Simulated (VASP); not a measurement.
# ZnC2 (I4/mmm) in VASP: relaxation of cell and atoms with LDA

Aim: the relaxation of cell and atoms of ZnC2 with LDA.

Program: VASP 6.6.1. These are calculated values, not measurements. Logs are shortened: lines on timing, memory, paths and dates and some standing lists are left out, and cuts for length are marked.

## (1) The cell of the first run

The structure is tetragonal, space group I4/mmm (No. 139). Conventional cell: a = 3.916 Å, b = 3.916 Å, c = 4.991 Å, α = 90.00°, β = 90.00°, γ = 90.00°. Within 2.5 Å of Zn (site symmetry 4/mmm) lie 2 C at 1.88 Å. Within 1.7 Å of C (site symmetry 4mm) lie 1 C at 1.24 Å.

## (2) Relaxation of cell and atoms, LDA, target pressure 12 GPa, at which the enthalpy is minimised

Contents of INCAR:

```
SYSTEM = ZnC2
ALGO = Normal ; EDIFF = 1E-7
EDIFFG = -0.001 ; ENCUT = 600
GGA = CA ; IBRION = 2
ISIF = 3 ; ISMEAR = 0
LASPH = .True. ; LCHARG = .False.
LREAL = .False. ; LWAVE = .False.
NELM = 100 ; NSW = 80
PREC = Accurate ; PSTRESS = 120.0
SIGMA = 0.01
```

Contents of KPOINTS:

```
k-points
0
Gamma
  8 8 8
  0 0 0
```

Contents of POSCAR:

```
ZnC2
1.0
   -1.9580568463      1.9580568463      2.4955690699
    1.9580568463     -1.9580568463      2.4955690699
    1.9580568463      1.9580568463     -2.4955690699
Zn C
1 2
Direct
    0.0000000000      0.0000000000      0.0000000000
    0.6238861176      0.6238861176      0.0000000000
    0.3761138824      0.3761138824      0.0000000000
```

Potentials or basis: VASP PAW LDA potentials, release 64 (Zn, C).

On the command line:

```bash
cat potpaw_LDA.64/Zn/POTCAR potpaw_LDA.64/C/POTCAR > POTCAR
mpirun -np 1 vasp_std > vasp.out
```

OUTCAR:

```text
SYSTEM = ZnC2
   EDIFF = 1E-7
   EDIFFG = -0.001
   ENCUT = 600
   GGA = CA
   IBRION = 2
   ISIF = 3
   ISMEAR = 0
   LASPH = .True.
   LREAL = .False.
   NELM = 100
   NSW = 80
   PREC = Accurate
   PSTRESS = 120.0

 ion  position               nearest neighbor table
   1  0.000  0.000  0.000-   2 1.88   3 1.88
   2  0.624  0.624  0.000-   3 1.24   1 1.88
   3  0.376  0.376  0.000-   2 1.24   1 1.88

  LATTYP: Found a body centered tetragonal cell.
 ALAT       =     3.9161136926
 C/A-ratio  =     1.2745130840

  Lattice vectors:

 A1 = (  -1.9580568463,   1.9580568463,   2.4955690699)
 A2 = (   1.9580568463,  -1.9580568463,   2.4955690699)
 A3 = (   1.9580568463,   1.9580568463,  -2.4955690699)

Analysis of symmetry for initial positions (statically):
=====================================================================
 Subroutine PRICEL returns:
 Original cell was already a primitive cell.

 Routine SETGRP: Setting up the symmetry group for a
 body centered tetragonal supercell.

 Subroutine GETGRP returns: Found 16 space group operations
 (whereof 16 operations were pure point group operations)
 out of a pool of 16 trial point group operations.

The static configuration has the point symmetry D_4h.

Analysis of symmetry for dynamics (positions and initial velocities):
=====================================================================
 Subroutine PRICEL returns:
 Original cell was already a primitive cell.

 Routine SETGRP: Setting up the symmetry group for a
 body centered tetragonal supercell.

 Subroutine GETGRP returns: Found 16 space group operations
 (whereof 16 operations were pure point group operations)
 out of a pool of 16 trial point group operations.

The dynamic configuration has the point symmetry D_4h.

 Subroutine INISYM returns: Found 16 space group operations
 (whereof 16 operations are pure point group operations),
 and found     1 'primitive' translations

----------------------------------------------------------------------------------------

                                     Primitive cell

  volume of cell :      38.2719

  direct lattice vectors                    reciprocal lattice vectors
    -1.958056846  1.958056846  2.495569070     0.000000000  0.255355201  0.200355104
     1.958056846 -1.958056846  2.495569070     0.255355201  0.000000000  0.200355104
     1.958056846  1.958056846 -2.495569070     0.255355201  0.255355201  0.000000000

  length of vectors
     3.727712195  3.727712195  3.727712195     0.324574254  0.324574254  0.361126789

  position of ions in fractional coordinates (direct lattice)
     0.000000000  0.000000000  0.000000000
     0.623886118  0.623886118  0.000000000
     0.376113882  0.376113882  0.000000000

  ion indices of the primitive-cell ions
   primitive index   ion index
                 1           1
[... 108 lines left out ...]
  energy-cutoff  :      600.00
  volume of cell :       38.27
 maximum number of plane-waves:      1294
 NGX is ok and might be reduce to    30
   NGX = 15   NGY = 15   NGZ = 15

--------------------------------------- Ionic step        1  -------------------------------------------

 number of electron      19.9999995 magnetization

 Free energy of the ion-electron system (eV)
  ---------------------------------------------------
  ext. energy  EPLUGINS =         0.00000000
  ---------------------------------------------------
  free energy    TOTEN  =       -18.98516435 eV

  energy without entropy =      -18.98516435  energy(sigma->0) =      -18.98516435

------------------------ aborting loop because EDIFF is reached ----------------------------------------

  FORCE on cell =-STRESS in cart. coord.  units (eV):
  Direction    XX          YY          ZZ          XY          YZ          ZX
  --------------------------------------------------------------------------------------
  -------------------------------------------------------------------------------------
  Total       -0.0264940     -0.0264940      0.3516480      0.0000000      0.0000000      0.0000000
  in kB       -1.1091202     -1.1091202     14.7210426      0.0000000      0.0000000      0.0000000
  external PRESSURE =    -115.8323993 kB  Pullay stress =     120.0000000 kB
[... 100 lines left out ...]
  energy  without entropy=      -18.8795763471  energy(sigma->0) =      -18.87957635

  enthalpy is  TOTEN    =       -16.2315859147 eV   P V=        2.6479904324

 E-fermi :   2.3967     XC(G=0): -11.3433

 val. band max:        2.3027117499   @ k =  -0.2500   0.2500   0.2500
 cond. band min:       4.7435126893   @ k =   0.5000   0.5000   0.0000
 fundamental gap:      2.4408009394
 Fermi energy:         2.3967358384

 k-point     1 :       0.0000    0.0000    0.0000
  band No.  band energies     occupation
      1     -12.3492      2.00000
      2      -5.4427      2.00000
      3      -4.1398      2.00000
      4      -4.1398      2.00000
      5      -3.8538      2.00000
      6      -3.8449      2.00000
      7      -2.0921      2.00000
      8      -1.2240      2.00000
      9       1.1545      2.00000
     10       1.1545      2.00000
     11       6.4727      0.00000
     12       6.4727      0.00000
     13      11.0835      0.00000
     14      12.1759      0.00000
[... 379 lines left out ...]
      3      -4.4351      2.00000
      4      -4.3310      2.00000
      5      -3.7606      2.00000
      6      -3.7335      2.00000
      7      -2.7481      2.00000
      8      -1.1982      2.00000
      9      -0.1461      2.00000
     10       0.3359      2.00000
     11       6.3771      0.00000
     12       6.3801      0.00000
     13       9.4359      0.00000
     14      11.5346      0.00000

 [... further k-points ...]

[... ionic steps 4 to 17 ...]

--------------------------------------- Ionic step       18  -------------------------------------------

 number of electron      19.9999989 magnetization

------------------------ aborting loop because EDIFF is reached ----------------------------------------
[... 73 lines left out ...]
--------------------------------------- Ionic step       20  -------------------------------------------

 number of electron      19.9999989 magnetization

 Free energy of the ion-electron system (eV)
  ---------------------------------------------------
  ext. energy  EPLUGINS =         0.00000000
  ---------------------------------------------------
  free energy    TOTEN  =       -18.78649524 eV

  energy without entropy =      -18.78649524  energy(sigma->0) =      -18.78649524

 E-fermi :   3.2051     XC(G=0): -11.6631

 val. band max:        3.0979662435   @ k =  -0.2500   0.2500   0.2500
 cond. band min:       4.9181438233   @ k =   0.5000   0.5000   0.0000
 fundamental gap:      1.8201775798
 Fermi energy:         3.2051382996

 k-point     1 :       0.0000    0.0000    0.0000
  band No.  band energies     occupation
      1     -12.2021      2.00000
      2      -4.7666      2.00000
      3      -3.5171      2.00000
      4      -3.5171      2.00000
      5      -3.3218      2.00000
      6      -3.2838      2.00000
      7      -1.5453      2.00000
      8      -0.2378      2.00000
      9       1.5242      2.00000
     10       1.5242      2.00000
     11       6.8895      0.00000
     12       6.8895      0.00000
     13      11.4274      0.00000
     14      13.5090      0.00000
[... 425 lines left out ...]
  energy  without entropy=      -18.7864952367  energy(sigma->0) =      -18.78649524

  enthalpy is  TOTEN    =       -16.4322343661 eV   P V=        2.3542608705

 reached required accuracy - stopping structural energy minimisation
```

Run time: 11 min. Hardware: 1 thread of Intel Xeon 8259CL, shared host; peak memory 0.18 GiB.

What came out:

* Free energy: -18.7865 eV
* Relaxed volume: 10.48 Å³/atom
* Relaxed cell: a = 3.545 Å, b = 3.545 Å, c = 3.545 Å, α = 120.12°, β = 120.12°, γ = 89.79°
* Space group after relaxing (to 0.1 Å): I4/mmm (No. 139)
* Energy change on relaxing (the run minimises the enthalpy): +66.2 meV/atom
* Ionic steps: 20
* Pressure after relaxing: 12.0 GPa
* Band gap on the k mesh: 1.82 eV (least direct gap 3.78 eV)

The path:
```csv
step,energy change (eV),largest force (eV/Å),pressure (GPa),volume (Å³)
1,0.0000,0.0087,0.42,38.27
2,0.3146,3.3407,24.27,33.39
3,0.1056,1.8632,12.84,35.35
4,0.1416,0.8386,13.12,33.99
5,0.1602,1.3575,13.27,33.71
6,0.1483,1.1023,12.67,33.16
7,0.1955,0.4446,12.27,31.51
8,0.2123,0.3656,12.42,31.27
9,0.2050,0.4643,13.44,31.37
10,0.2080,0.0025,12.90,31.31
11,0.2020,0.0033,12.32,31.39
12,0.1983,0.0032,11.97,31.44
13,0.1987,0.0030,12.02,31.43
14,0.1985,0.0031,11.98,31.43
15,0.1986,0.0005,12.00,31.43
16,0.1987,0.0024,12.02,31.43
17,0.1987,0.0016,12.00,31.43
18,0.1987,0.0026,12.02,31.43
19,0.1987,0.0017,12.00,31.43
20,0.1987,0.0004,12.00,31.43
```

Final structure:
```
Zn C
1.0
    -1.76902    1.76902    2.51108
     1.76902   -1.76902    2.51108
     1.76902    1.76902   -2.51108
Zn C
1 2
Direct
  0.00000 0.00000 0.00000
  0.62326 0.62326 0.00000
  0.37674 0.37674 0.00000
```

Caveat: the cell is relaxed towards a set pressure, so the run minimises the enthalpy, not the energy; the volume moved by over 15 % at a fixed basis, so the end points are rough.
